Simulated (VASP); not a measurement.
# Si4F in VASP: a series of runs, part 2 of 2

VASP 6.6.1. The steps go on from the part before.

## 4. Single point, PBE+D3(BJ), collinear spin

The input, INCAR:

```
PREC = Accurate
ENCUT = 520
EDIFF = 1E-6
ISMEAR = 0
SIGMA = 0.05
LREAL = False
LASPH = True
NELM = 150
ALGO = Normal
ISIF = 2
LWAVE = False
LCHARG = True
ISPIN = 2
MAGMOM = 0 0 0 0 1
LORBIT = 11
LDIPOL = True
IDIPOL = 3
DIPOL = 0.5 0.5 0.326
GGA = PE
IVDW = 12
LELF = True
LVHAR = True
LVACPOTAV = True
NBANDS = 24
```

The input, KPOINTS:

```
Automatic mesh
0
Gamma
  9 9 1
```

The input, POSCAR:

```
Si4F
1.0
    3.8333442603      0.0000000000      0.0000000000
   -1.9166721302      3.3197735109      0.0000000000
    0.0000000000      0.0000000000     20.9083834853
Si F
4 1
Direct
    0.3333333333      0.6666666667      0.1913108205
    0.0000000000      0.0000000000      0.2287349533
    0.0000000000      0.0000000000      0.3468742271
    0.6666666667      0.3333333333      0.3782398334
    1.3333333333      0.6666666667      0.4834607846
```

Potentials or basis: VASP PAW PBE potentials, release 64 (Si, F).

Run with:

```bash
$ cat potpaw_PBE.64/Si/POTCAR potpaw_PBE.64/F/POTCAR > POTCAR
$ mpirun -np 1 vasp_std > vasp.out
```

OUTCAR:

```text
PREC = Accurate
   ENCUT = 520
   EDIFF = 1E-6
   ISMEAR = 0
   LREAL = False
   LASPH = True
   NELM = 150
   ISIF = 2
   ISPIN = 2
   LORBIT = 11
   GGA = PE
   IVDW = 12
 IVDW          = 12

 ion  position               nearest neighbor table
   1  0.333  0.667  0.191-   2 2.35   2 2.35   2 2.35
   2  0.000  0.000  0.229-   1 2.35   1 2.35   1 2.35   3 2.47
   3  0.000  0.000  0.347-   4 2.31   4 2.31   4 2.31   2 2.47
   4  0.667  0.333  0.378-   3 2.31   3 2.31   3 2.31
   5  0.333  0.667  0.483-

  LATTYP: Found a hexagonal cell.
 ALAT       =     3.8333442603
 C/A-ratio  =     5.4543453615

  Lattice vectors:

 A1 = (   3.8333442603,   0.0000000000,   0.0000000000)
 A2 = (  -1.9166721302,   3.3197735109,   0.0000000000)
 A3 = (   0.0000000000,   0.0000000000,  20.9083834853)

Analysis of symmetry for initial positions (statically):
=====================================================================
[... 829 lines left out ...]
  --------------------------------------------------------------------------------------
  -------------------------------------------------------------------------------------
  Total      -0.93204    -0.93204    -5.56519     0.00000     0.00000     0.00000
  in kB      -5.61224    -5.61224   -33.51070     0.00000     0.00000     0.00000
  external pressure =      -14.91 kB  Pullay stress =        0.00 kB

 VOLUME and BASIS-vectors are now :
 -----------------------------------------------------------------------------
  energy-cutoff  :      520.00
  volume of cell :      266.08
      direct lattice vectors                 reciprocal lattice vectors
     3.833344260  0.000000000  0.000000000     0.260868822  0.150612684  0.000000000
    -1.916672130  3.319773511  0.000000000     0.000000000  0.301225369  0.000000000
     0.000000000  0.000000000 20.908383485     0.000000000  0.000000000  0.047827705

 POSITION                                       TOTAL-FORCE (eV/Angst)
 -----------------------------------------------------------------------------------
     -0.00000      2.21318      4.00000         0.000000     -0.000000      0.461420
      0.00000      0.00000      4.78248         0.000000     -0.000000     -0.129435
      0.00000      0.00000      7.25258        -0.000000     -0.000000      0.097742
      1.91667      1.10659      7.90838        -0.000000     -0.000000      1.432013
     -0.00000      2.21318     10.10838         0.000000      0.000000     -1.861740
 -----------------------------------------------------------------------------------
    total drift:                                0.000000     -0.000000     -0.000427

  FREE ENERGIE OF THE ION-ELECTRON SYSTEM (eV)
  ---------------------------------------------------
  free  energy   TOTEN  =       -23.0838487020 eV

  energy  without entropy=      -23.0819810286  energy(sigma->0) =      -23.08291487

 vacuum level on the upper side and lower side of the slab         6.721         1.436

 total charge

# of ion       s       p       d       tot
------------------------------------------
    1        0.796   0.853   0.000   1.649
    2        0.764   0.897   0.000   1.661
    3        0.768   0.918   0.000   1.687
    4        0.790   0.796   0.000   1.586
    5        1.750   4.131   0.000   5.881
--------------------------------------------------
tot          4.868   7.596   0.000  12.464

 magnetization (x)

# of ion       s       p       d       tot
------------------------------------------
    1        0.030   0.155   0.000   0.185
    2        0.001   0.007   0.000   0.008
    3        0.004   0.036   0.000   0.041
    4        0.007  -0.002   0.000   0.005
    5        0.001   0.293   0.000   0.294
--------------------------------------------------
tot          0.044   0.489   0.000   0.532
```

OSZICAR:

```text
N       E                     dE             d eps       ncg     rms          rms(c)
DAV:   1     0.122439383222E+03    0.12244E+03   -0.78184E+03  1152   0.704E+02
DAV:   2    -0.967242944144E+01   -0.13211E+03   -0.12631E+03  1624   0.146E+02
[... 40 lines left out ...]
DAV:  43    -0.219974870037E+02   -0.40757E-04   -0.17914E-05  1304   0.245E-02    0.501E-03
DAV:  44    -0.219974906207E+02   -0.36170E-05   -0.38902E-06  1176   0.851E-03    0.436E-03
DAV:  45    -0.219974947633E+02   -0.41426E-05   -0.68596E-07  1088   0.382E-03    0.387E-03
DAV:  46    -0.219974959017E+02   -0.11385E-05   -0.40741E-07  1016   0.339E-03    0.224E-03
DAV:  47    -0.219974947181E+02    0.11837E-05   -0.45977E-07   992   0.345E-03    0.171E-03
DAV:  48    -0.219974960525E+02   -0.13344E-05   -0.14369E-07   992   0.206E-03    0.416E-04
DAV:  49    -0.219974960091E+02    0.43383E-07   -0.24949E-08  1056   0.906E-04
   1 F= -.23083849E+02 E0= -.23082915E+02  d E =-.186767E-02  mag=     0.9984
```

stdout:

```text
POSCAR found type information on POSCAR SiF
 POSCAR found :  2 types and       5 ions
 scaLAPACK will be used
 LDA part: xc-table for (Slater+PW92), standard interpolation
 POSCAR, INCAR and KPOINTS ok, starting setup
 FFT: planning ... GRIDC
 FFT: planning ... GRID_SOFT
 FFT: planning ... GRID
 WAVECAR not read
 entering main loop
 -----------------------------------------------------------------------------
|                                                                             |
|           W    W    AA    RRRRR   N    N  II  N    N   GGGG   !!!           |
|           W    W   A  A   R    R  NN   N  II  NN   N  G    G  !!!           |
|           W    W  A    A  R    R  N N  N  II  N N  N  G       !!!           |
|           W WW W  AAAAAA  RRRRR   N  N N  II  N  N N  G  GGG   !            |
|           WW  WW  A    A  R   R   N   NN  II  N   NN  G    G                |
|           W    W  A    A  R    R  N    N  II  N    N   GGGG   !!!           |
|                                                                             |
|     Did not find any points to average over, which means that no vacuum     |
|     field-free region was found. Please increase the size of  your cell     |
|     in the dimension of the dipole correction to obtain accurate            |
|     workfunction values.                                                    |
|                                                                             |
 -----------------------------------------------------------------------------
```

Wall time 4.8 min (1 thread of Intel Xeon 6975P-C (Granite Rapids), shared host); peak memory 0.56 GiB.

Results:

```
Free energy                                           : -23.0838 eV
Largest force                                         : 1.862 eV/Å
Band gap on the k mesh                                : 0.04 eV (least direct gap 0.13 eV)
Net moment                                            : 1.00 μB per cell
Site moments                                          : Si +0.18, +0.01, +0.04 (each value once); F +0.29 μB
Valence electrons inside the program's atomic spheres : Si 1.65, 1.66, 1.69, 1.59; F 5.88
Dispersion energy per atom                            : -0.217 eV
```

Forces in eV/Å, atoms in the order of the input:
```
Si   0.000  0.000  0.461
Si   0.000  0.000 -0.129
Si   0.000  0.000  0.098
Si   0.000  0.000  1.432
F    0.000  0.000 -1.862
```

## 5. Summary

| cell | gap on the mesh (eV) | moment (μB) | largest force (eV/Å) |
| --- | --- | --- | --- |
| as given, atomic positions A | 0.14 | 1.00 | 4.13 |
| as given, atomic positions B | none | 0.84 | 2.00 |
| as given, atomic positions C | 0.04 | 1.00 | 1.86 |

Alike in all rows: task single point; level PBE+D3(BJ); potentials or basis VASP PAW PBE potentials, release 64 (Si, F); spin collinear; k mesh 9 × 9 × 1; cutoff (eV) 520; smearing gaussian 0.05 eV.

Total energies depend on the potentials used, so only differences within one code and one set of settings carry meaning.
